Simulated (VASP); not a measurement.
# BaZrO3 (Pm-3m) in VASP: a series of runs

BaZrO3 is run at these levels: PBE; tasks: single point, relaxation of cell and atoms.

All numbers are computed with VASP 6.6.1; they aren't measurements. Logs are shortened: lines on timing, memory, paths and dates and some standing lists are left out, and cuts for length are marked.

**1. The cell of the first run**

Symmetry: Pm-3m, No. 221, cubic system. The conventional cell has a = 4.227 Å, b = 4.227 Å, c = 4.227 Å, α = 90.00°, β = 90.00°, γ = 90.00°. Ba (site symmetry m-3m) has 12 O at 2.99 Å and 8 Zr at 3.66 Å within 3.9 Å. Within 2.8 Å of Zr (site symmetry m-3m) lie 6 O at 2.11 Å. Within 2.8 Å of O (site symmetry 4/mmm) lie 2 Zr at 2.11 Å.

**2. Single point, PBE**

INCAR

```
SYSTEM = BaZrO3
PREC = Accurate ; ENCUT = 520
EDIFF = 1E-6 ; ISMEAR = -1
SIGMA = 0.05 ; LREAL = .FALSE.
LASPH = .TRUE. ; NELM = 60
ALGO = Normal ; ISIF = 2
LWAVE = .FALSE. ; LCHARG = .FALSE.
GGA = PE ; NBANDS = 28
```

KPOINTS

```
regular mesh
0
G
  6 6 6
  0 0 0
```

POSCAR

```
BaZrO3
1.0
    4.2271626990      0.0000000000      0.0000000000
    0.0000000000      4.2271626990      0.0000000000
    0.0000000000      0.0000000000      4.2271626990
Ba Zr O
1 1 3
Direct
    0.0000000000      0.0000000000      0.0000000000
    0.5000000000      0.5000000000      0.5000000000
    0.5000000000      0.5000000000      0.0000000000
    0.5000000000      0.0000000000      0.5000000000
    0.0000000000      0.5000000000      0.5000000000
```

Potentials or basis: VASP PAW PBE potentials, release 64 (Ba_sv, Zr_sv, O).

Launch:

```sh
cat potpaw_PBE.64/Ba_sv/POTCAR potpaw_PBE.64/Zr_sv/POTCAR potpaw_PBE.64/O/POTCAR > POTCAR
mpirun -np 1 vasp_std > vasp.out
```

OUTCAR:

```text
SYSTEM = BaZrO3
   PREC = Accurate
   ENCUT = 520
   EDIFF = 1E-6
   ISMEAR = -1
   LREAL = .FALSE.
   LASPH = .TRUE.
   NELM = 60
   ISIF = 2
   GGA = PE

 ion  position               nearest neighbor table
   1  0.000  0.000  0.000-   3 2.99   4 2.99   5 2.99   4 2.99   5 2.99   3 2.99   5 2.99   5 2.99
                             3 2.99   4 2.99   4 2.99   3 2.99   2 3.66   2 3.66   2 3.66   2 3.66
   2  0.500  0.500  0.500-   3 2.11   4 2.11   5 2.11   3 2.11   4 2.11   5 2.11   1 3.66   1 3.66
                             1 3.66   1 3.66   1 3.66   1 3.66   1 3.66   1 3.66
   3  0.500  0.500  0.000-   2 2.11   2 2.11   1 2.99   1 2.99   1 2.99   1 2.99
   4  0.500  0.000  0.500-   2 2.11   2 2.11   1 2.99   1 2.99   1 2.99   1 2.99
   5  0.000  0.500  0.500-   2 2.11   2 2.11   1 2.99   1 2.99   1 2.99   1 2.99

  LATTYP: Found a simple cubic cell.
 ALAT       =     4.2271626990

  Lattice vectors:

 A1 = (   4.2271626990,   0.0000000000,   0.0000000000)
 A2 = (   0.0000000000,   4.2271626990,   0.0000000000)
 A3 = (   0.0000000000,   0.0000000000,   4.2271626990)

Analysis of symmetry for initial positions (statically):
=====================================================================
 Subroutine PRICEL returns:
 Original cell was already a primitive cell.

 Routine SETGRP: Setting up the symmetry group for a
 simple cubic supercell.

 Subroutine GETGRP returns: Found 48 space group operations
 (whereof 48 operations were pure point group operations)
 out of a pool of 48 trial point group operations.

The static configuration has the point symmetry O_h .

Analysis of symmetry for dynamics (positions and initial velocities):
=====================================================================
 Subroutine PRICEL returns:
 Original cell was already a primitive cell.

 Routine SETGRP: Setting up the symmetry group for a
 simple cubic supercell.

 Subroutine GETGRP returns: Found 48 space group operations
 (whereof 48 operations were pure point group operations)
 out of a pool of 48 trial point group operations.

The dynamic configuration has the point symmetry O_h .

 Subroutine INISYM returns: Found 48 space group operations
 (whereof 48 operations are pure point group operations),
 and found     1 'primitive' translations

----------------------------------------------------------------------------------------

[... 93 lines left out ...]
   EDIFF  = 0.1E-05   stopping-criterion for ELM
   LREAL  =      F    real-space projection
   EDIFFG = 0.1E-04   stopping-criterion for IOM
   NSW    =      0    number of steps for IOM
   IBRION =     -1    ionic relax: 0-MD 1-quasi-New 2-CG
   NFREE  =      0    steps in history (QN), initial steepest desc. (CG)
   ISIF   =      2    stress and relaxation
   ISYM   =      2    0-nonsym 1-usesym 2-fastsym
   POTIM  = 0.5000    time-step for ionic-motion
   TEBEG  =    0.0;   TEEND  =   0.0 temperature during run
   PSTRESS=    0.0 pullay stress
   NELECT =      40.0000    total number of electrons
   NUPDOWN=      -1.0000    fix difference up-down
   EMIN   =  10.00;   EMAX   =-10.00  energy-range for DOS
   EFERMI =   0.00;   METHOD = LEGACY
   ISMEAR =    -1;   SIGMA  =   0.05  broadening in eV -4-tet -1-fermi 0-gaus
   EFERMI_NEDOS =   21; number of points for ismear=-14 and -15
   IALGO  =     38    algorithm
   IMIX   =      4    mixing-type and parameters
     AMIX     =   0.40;   BMIX     =  1.00
     AMIX_MAG =   1.60;   BMIX_MAG =  1.00
  volume/ion in A,a.u.               =      15.11       101.95
  Fermi-wavevector in a.u.,A,eV,Ry     =   1.324481  2.502907 23.868034  1.754251
  Thomas-Fermi vector in A             =   2.454013
   LORBIT       =      0    0 simple, 1 ext, 2 COOP (PROOUT), +10 PAW based schemes
   GGA     = PE    functional components
   LHFCALC =     F    Hartree Fock is set to
   AEXX    =    0.0000 exact exchange contribution
   IVDW    =     0    specifies the selected vdW correction
   LEPSILON=     F    determine dielectric tensor
   LRPA    =     F    only Hartree local field effects (RPA)
 non-spin polarized calculation
  energy-cutoff  :      520.00
  volume of cell :       75.53
 maximum number of plane-waves:      2054
 NGX is ok and might be reduce to    32
   NGX = 15   NGY = 15   NGZ = 15

 number of electron      39.9999986 magnetization

 Free energy of the ion-electron system (eV)
  ---------------------------------------------------
  ext. energy  EPLUGINS =         0.00000000
  ---------------------------------------------------
  free energy    TOTEN  =       -41.72344675 eV

  energy without entropy =      -41.72344675  energy(sigma->0) =      -41.72344675

 E-fermi :   4.7878     XC(G=0): -10.6428

 val. band max:        3.6089368627   @ k =   0.5000   0.5000   0.5000
 cond. band min:       6.7413089235   @ k =   0.0000   0.0000   0.0000
 fundamental gap:      3.1323720607
 Fermi energy:         4.7878270304

 k-point     1 :       0.0000    0.0000    0.0000
  band No.  band energies     occupation
      1     -43.5699      2.00000
      2     -21.7866      2.00000
      3     -21.6971      2.00000
      4     -21.6971      2.00000
      5     -21.6971      2.00000
      6     -12.7180      2.00000
[... 609 lines left out ...]
     27      12.5854      0.00000
     28      12.5854      0.00000

------------------------ aborting loop because EDIFF is reached ----------------------------------------

  FORCE on cell =-STRESS in cart. coord.  units (eV):
  Direction    XX          YY          ZZ          XY          YZ          ZX
  --------------------------------------------------------------------------------------
  -------------------------------------------------------------------------------------
  Total        0.4452499      0.4452499      0.4452499      0.0000000     -0.0000000      0.0000000
  in kB        9.4442520      9.4442520      9.4442520      0.0000000     -0.0000000      0.0000000
  external PRESSURE =       9.4442520 kB  Pullay stress =       0.0000000 kB

 VOLUME and BASIS-vectors are now :
 -----------------------------------------------------------------------------
  energy-cutoff  :      520.00
  volume of cell :       75.53
      direct lattice vectors                 reciprocal lattice vectors
     4.227162699  0.000000000  0.000000000     0.236565297  0.000000000  0.000000000
     0.000000000  4.227162699  0.000000000     0.000000000  0.236565297  0.000000000
     0.000000000  0.000000000  4.227162699     0.000000000  0.000000000  0.236565297

 POSITION                                       TOTAL-FORCE (eV/Angst)
 -----------------------------------------------------------------------------------
      0.00000      0.00000      0.00000         0.000000      0.000000      0.000000
      2.11358      2.11358      2.11358         0.000000      0.000000      0.000000
      2.11358      2.11358      0.00000         0.000000      0.000000      0.000000
      2.11358      0.00000      2.11358         0.000000      0.000000      0.000000
      0.00000      2.11358      2.11358         0.000000      0.000000      0.000000
 -----------------------------------------------------------------------------------
    total drift:                                0.000000     -0.000000     -0.000000

  FREE ENERGIE OF THE ION-ELECTRON SYSTEM (eV)
  ---------------------------------------------------
  free  energy   TOTEN  =       -41.7234467482 eV

  energy  without entropy=      -41.7234467482  energy(sigma->0) =      -41.72344675
```

stdout:

```text
POSCAR found type information on POSCAR BaZrO
 POSCAR found :  3 types and       5 ions
 scaLAPACK will be used
 LDA part: xc-table for (Slater+PW92), standard interpolation
 POSCAR, INCAR and KPOINTS ok, starting setup
 FFT: planning ... GRIDC
 FFT: planning ... GRID_SOFT
 FFT: planning ... GRID
 WAVECAR not read
 entering main loop
```

Wall time 42 s (1 thread of Intel Xeon 8259CL, shared host); peak memory 0.2 GiB.

What came out:

- Free energy: -41.7234 eV
- Pressure: 0.9 GPa
- Band gap on the k mesh: 3.13 eV (least direct gap 3.38 eV)

Levels at points of the mesh, in eV from the valence-band top:
| k point | band 17 | band 18 | band 19 | band 20 | band 21 | band 22 | band 23 | band 24 |
| --- | --- | --- | --- | --- | --- | --- | --- | --- |
| (0.00, 0.00, 0.00) | -0.95 | -0.25 | -0.25 | -0.25 | 3.13 | 3.13 | 3.13 | 4.62 |
| (0.50, 0.00, 0.00) | -1.69 | -1.61 | -0.49 | -0.49 | 3.55 | 5.54 | 5.54 | 6.34 |
| (0.50, 0.50, 0.00) | -0.93 | -0.93 | -0.85 | -0.07 | 5.52 | 5.52 | 6.31 | 6.34 |
| (0.50, 0.50, 0.50) | -2.52 | 0.00 | 0.00 | 0.00 | 5.88 | 5.88 | 5.88 | 6.78 |

Caveat: spin-orbit coupling is left out, which moves the levels of the heavy elements. As with any semilocal functional, this PBE gap is likely too small.

**3. Relaxation of cell and atoms, PBE, target pressure 2 GPa, at which the enthalpy is minimised**

This run uses another cell than the first one, of 14.73 Å³/atom.

INCAR

```
SYSTEM = BaZrO3
PREC = Accurate ; ENCUT = 600
EDIFF = 1E-6 ; ISMEAR = -1
SIGMA = 0.05 ; LREAL = .FALSE.
LASPH = .TRUE. ; NELM = 100
ALGO = Normal ; ISIF = 3
LWAVE = .FALSE. ; LCHARG = .FALSE.
GGA = PE ; IBRION = 2
NSW = 60 ; EDIFFG = -0.01
PSTRESS = 20.0
```

KPOINTS

```
Automatic mesh
0
G
  6 6 6
  0 0 0
```

Edit POSCAR of step 2 so:

```diff
@@ -2,5 +2,5 @@
 1.0
-    4.2271626990      0.0000000000      0.0000000000
-    0.0000000000      4.2271626990      0.0000000000
-    0.0000000000      0.0000000000      4.2271626990
+    4.1913400000      0.0000000000      0.0000000000
+    0.0000000000      4.1913400000      0.0000000000
+    0.0000000000      0.0000000000      4.1913400000
 Ba Zr O
```

Potentials or basis: VASP PAW PBE potentials, release 64 (Ba_sv, Zr_sv, O).

Launch:

```sh
cat potpaw_PBE.64/Ba_sv/POTCAR potpaw_PBE.64/Zr_sv/POTCAR potpaw_PBE.64/O/POTCAR > POTCAR
mpirun -np 1 vasp_std > vasp.out
```

It took 2.5 min on 1 thread of Intel Xeon 8259CL, shared host; peak memory 0.25 GiB.

Results (log left out):

| Item | Value |
| --- | --- |
| Free energy | -41.7224 eV |
| Relaxed volume | 14.99 Å³/atom |
| Relaxed cell | a = 4.217 Å, b = 4.217 Å, c = 4.217 Å, α = 90.00°, β = 90.00°, γ = 90.00° |
| Space group after relaxing (to 0.1 Å) | Pm-3m (No. 221) |
| Energy change on relaxing (the run minimises the enthalpy) | -5.7 meV/atom |
| Ionic steps | 3 |
| Pressure after relaxing | 2.0 GPa |
| Band gap on the k mesh | 3.15 eV (least direct gap 3.39 eV) |

The path:
| step | energy change (eV) | largest force (eV/Å) | pressure (GPa) | volume (Å³) |
| --- | --- | --- | --- | --- |
| 1 | 0.0000 | 0.0000 | 4.94 | 73.63 |
| 2 | -0.0325 | 0.0000 | -1.16 | 76.54 |
| 3 | -0.0287 | 0.0000 | 2.00 | 74.97 |

Final structure:
```
Ba Zr O
1.0
     4.21658    0.00000    0.00000
     0.00000    4.21658    0.00000
     0.00000    0.00000    4.21658
Ba Zr O
1 1 3
Direct
  0.00000 0.00000 0.00000
  0.50000 0.50000 0.50000
  0.50000 0.50000 0.00000
  0.50000 0.00000 0.50000
  0.00000 0.50000 0.50000
```

Levels at points of the mesh, in eV from the valence-band top:
```tsv
k point	band 16	band 17	band 18	band 19	band 20	band 21	band 22	band 23	band 24
(0.00, 0.00, 0.00)	-0.96	-0.96	-0.24	-0.24	-0.24	3.15	3.15	3.15	4.63
(0.50, 0.00, 0.00)	-1.71	-1.71	-1.63	-0.48	-0.48	3.58	5.59	5.59	6.37
(0.50, 0.50, 0.00)	-2.35	-0.93	-0.93	-0.83	-0.07	5.56	5.56	6.35	6.39
(0.50, 0.50, 0.50)	-2.53	-2.53	0.00	0.00	0.00	5.91	5.91	5.91	6.84
```

Caveat: the cell is relaxed towards a set pressure, so the run minimises the enthalpy, not the energy; spin-orbit coupling is left out, which moves the levels of the heavy elements.

**4. Relaxation of cell and atoms, PBE, target pressure 5 GPa, at which the enthalpy is minimised**

This run uses another cell than the first one, of 14.73 Å³/atom.

INCAR

```
PREC = Accurate
ENCUT = 600
EDIFF = 1E-7
ISMEAR = -1
SIGMA = 0.05
LREAL = F
LASPH = T
NELM = 60
ALGO = Normal
ISIF = 3
LWAVE = F
LCHARG = F
GGA = PE
IBRION = 2
NSW = 60
EDIFFG = -0.01
PSTRESS = 50.0
```

KPOINTS

```
Automatic mesh
0
Gamma
  6 6 6
```

POSCAR is that of step 3.

Potentials or basis: VASP PAW PBE potentials, release 64 (Ba_sv, Zr_sv, O).

Launch:

```sh
cat potpaw_PBE.64/Ba_sv/POTCAR potpaw_PBE.64/Zr_sv/POTCAR potpaw_PBE.64/O/POTCAR > POTCAR
mpirun -np 1 vasp_std > vasp.out
```

OUTCAR:

```text
PREC = Accurate
   ENCUT = 600
   EDIFF = 1E-7
   ISMEAR = -1
   LREAL = F
   LASPH = T
   NELM = 60
   ISIF = 3
   GGA = PE
   IBRION = 2
   NSW = 60
   EDIFFG = -0.01
   PSTRESS = 50.0

 ion  position               nearest neighbor table
   1  0.000  0.000  0.000-   3 2.96   4 2.96   5 2.96   4 2.96   5 2.96   3 2.96   5 2.96   5 2.96
                             3 2.96   4 2.96   4 2.96   3 2.96   2 3.63   2 3.63   2 3.63   2 3.63
   2  0.500  0.500  0.500-   3 2.10   4 2.10   5 2.10   3 2.10   4 2.10   5 2.10   1 3.63   1 3.63
                             1 3.63   1 3.63   1 3.63   1 3.63   1 3.63   1 3.63
   3  0.500  0.500  0.000-   2 2.10   2 2.10   1 2.96   1 2.96   1 2.96   1 2.96
   4  0.500  0.000  0.500-   2 2.10   2 2.10   1 2.96   1 2.96   1 2.96   1 2.96
   5  0.000  0.500  0.500-   2 2.10   2 2.10   1 2.96   1 2.96   1 2.96   1 2.96

  LATTYP: Found a simple cubic cell.
 ALAT       =     4.1913400000

  Lattice vectors:

 A1 = (   4.1913400000,   0.0000000000,   0.0000000000)
 A2 = (   0.0000000000,   4.1913400000,   0.0000000000)
 A3 = (   0.0000000000,   0.0000000000,   4.1913400000)

Analysis of symmetry for initial positions (statically):
[... 182 lines left out ...]
 k-point     1 :       0.0000    0.0000    0.0000
  band No.  band energies     occupation
      1     -43.2310      2.00000
      2     -21.5264      2.00000
      3     -21.3925      2.00000
      4     -21.3925      2.00000
      5     -21.3925      2.00000
      6     -12.5836      2.00000
[... 529 lines left out ...]
     23       9.7690      0.00000
     24      10.7889      0.00000

------------------------ aborting loop because EDIFF is reached ----------------------------------------

  FORCE on cell =-STRESS in cart. coord.  units (eV):
  Direction    XX          YY          ZZ          XY          YZ          ZX
  --------------------------------------------------------------------------------------
  -------------------------------------------------------------------------------------
  Total        2.2721713      2.2721713      2.2721713      0.0000000     -0.0000000      0.0000000
  in kB       49.4416518     49.4416518     49.4416518      0.0000000     -0.0000000      0.0000000
  external PRESSURE =      -0.5583482 kB  Pullay stress =      50.0000000 kB

 VOLUME and BASIS-vectors are now :
 -----------------------------------------------------------------------------
  energy-cutoff  :      600.00
  volume of cell :       73.63
      direct lattice vectors                 reciprocal lattice vectors
     4.191340000  0.000000000  0.000000000     0.238587182  0.000000000  0.000000000
     0.000000000  4.191340000  0.000000000     0.000000000  0.238587182  0.000000000
     0.000000000  0.000000000  4.191340000     0.000000000  0.000000000  0.238587182

 POSITION                                       TOTAL-FORCE (eV/Angst)
 -----------------------------------------------------------------------------------
      0.00000      0.00000      0.00000         0.000000      0.000000      0.000000
      2.09567      2.09567      2.09567         0.000000      0.000000      0.000000
      2.09567      2.09567      0.00000         0.000000      0.000000      0.000000
      2.09567      0.00000      2.09567         0.000000      0.000000      0.000000
      0.00000      2.09567      2.09567         0.000000      0.000000      0.000000
 -----------------------------------------------------------------------------------
    total drift:                                0.000000      0.000000      0.000000

  FREE ENERGIE OF THE ION-ELECTRON SYSTEM (eV)
  ---------------------------------------------------
  free  energy   TOTEN  =       -41.6936649087 eV

  energy  without entropy=      -41.6936649087  energy(sigma->0) =      -41.69366491

  enthalpy is  TOTEN    =       -39.3958338348 eV   P V=        2.2978310739

 reached required accuracy - stopping structural energy minimisation
```

Wall time 56 s (1 thread of Intel Xeon 8259CL, shared host); peak memory 0.23 GiB.

What came out:

| Property | Result |
| --- | --- |
| Free energy | -41.6937 eV |
| Pressure after relaxing | 4.9 GPa |
| Band gap on the k mesh | 3.19 eV (least direct gap 3.41 eV) |

Final structure:
```yaml
crystal:
  lattice:
    - [4.19134, 0.00000, 0.00000]
    - [0.00000, 4.19134, 0.00000]
    - [0.00000, 0.00000, 4.19134]
  atoms:
    - { symbol: Ba, position: [0.00000, 0.00000, 0.00000] }
    - { symbol: Zr, position: [0.50000, 0.50000, 0.50000] }
    - { symbol: O, position: [0.50000, 0.50000, 0.00000] }
    - { symbol: O, position: [0.50000, 0.00000, 0.50000] }
    - { symbol: O, position: [0.00000, 0.50000, 0.50000] }
```

Levels at points of the mesh, in eV from the valence-band top:
```
           k point  band 17  band 18  band 19  band 20  band 21  band 22  band 23  band 24
(0.00, 0.00, 0.00)    -0.98    -0.22    -0.22    -0.22     3.19     3.19     3.19     4.66
(0.50, 0.00, 0.00)    -1.73    -1.68    -0.45    -0.45     3.64     5.71     5.71     6.43
(0.50, 0.50, 0.00)    -0.93    -0.93    -0.79    -0.08     5.68     5.68     6.46     6.50
(0.50, 0.50, 0.50)    -2.54     0.00     0.00     0.00     5.98     5.98     5.98     7.00
```

Caveat: the relaxation stopped at its first step, so nothing moved; the cell is relaxed towards a set pressure, so the run minimises the enthalpy, not the energy; spin-orbit coupling is left out, which moves the levels of the heavy elements. PBE gaps usually lie below the measured ones, often by a third to a half.

**5. Overview**

```csv
task,cell,cutoff (eV),gap on the mesh (eV),pressure (GPa)
single point,"a = 4.227 Å, 5 atoms",520,3.13,0.9
relaxation of cell and atoms,"relaxed to 2 GPa from a = 4.191 Å, 5 atoms",600,3.15,2.0
relaxation of cell and atoms,"relaxed to 5 GPa from a = 4.191 Å, 5 atoms",600,3.19,4.9
```

Alike in all rows: level PBE; potentials or basis VASP PAW PBE potentials, release 64 (Ba_sv, Zr_sv, O); no spin polarisation; k mesh 6 × 6 × 6; smearing fermi-dirac 0.05 eV.

Caveats: spin-orbit coupling is left out, which moves the levels of the heavy elements; the cell is relaxed towards a set pressure, so the run minimises the enthalpy, not the energy (at least some runs); the relaxation stopped at its first step, so nothing moved (at least some runs).

Absolute energies hang on the potentials; compare differences alone.
